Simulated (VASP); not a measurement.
**Si: relaxation of cell and atoms with PBEsol**

Crystal: Si.

```
Si
1.0
     0.00000    2.71692    2.71692
     2.71692    0.00000    2.71692
     2.71692    2.71692    0.00000
Si
2
Direct
  0.75000 0.75000 0.75000
  0.50000 0.50000 0.50000
```

| Item | Value |
| --- | --- |
| Program | VASP 6.6.1 |
| Task | relaxation of cell and atoms |
| Functional | PBEsol |
| Potentials or basis | VASP PAW PBE potentials, release 64 (Si) |
| Cutoff | 600 eV |
| k mesh | 12 × 12 × 12 |
| Occupations | gaussian, width 0.02 eV |
| Spin | no spin polarisation |
| Dipole correction | no |
| Further INCAR settings | ALGO = Normal; EDIFF = 1e-06; IBRION = 2; EDIFFG = -0.005; NSW = 100; ISIF = 3 |

```
Relaxed volume                         : 20.08 Å³/atom
Relaxed cell                           : a = 3.844 Å, b = 3.844 Å, c = 3.844 Å, α = 60.00°, β = 60.00°, γ = 60.00°
Space group after relaxing (to 0.05 Å) : Fd-3m (No. 227)
Energy gained by relaxing              : 0.0 meV/atom
Ionic steps                            : 3
Pressure after relaxing                : 0.0 GPa
Band gap on the k mesh                 : 0.46 eV, indirect (least direct gap 2.52 eV)
```

Final structure:
```
CELL_PARAMETERS angstrom
0.00000 2.71791 2.71791
2.71791 0.00000 2.71791
2.71791 2.71791 0.00000
ATOMIC_POSITIONS crystal
Si 0.75000 0.75000 0.75000
Si 0.50000 0.50000 0.50000
```

Levels at points of the mesh, in eV from the valence-band top:
```
           k point  band 1  band 2  band 3  band 4  band 5  band 6  band 7  band 8
(0.00, 0.00, 0.00)  -11.97    0.00    0.00    0.00    2.52    2.52    2.52    3.29
(0.50, 0.00, 0.00)   -9.63   -7.00   -1.20   -1.20    1.46    3.27    3.27    7.51
(0.50, 0.50, 0.00)   -7.82   -7.82   -2.87   -2.87    0.60    0.60   10.04   10.04
```

Run time: 36 s on 1 thread of AMD EPYC 7R43 64-Core Processor (Zen 3), with other jobs on the host, peak memory 0.14 GiB.

Caveat: the PAW data sets were made with another functional, which shifts forces and pressure a little. A hybrid or GW would open this gap; PBEsol tends to underestimate it.
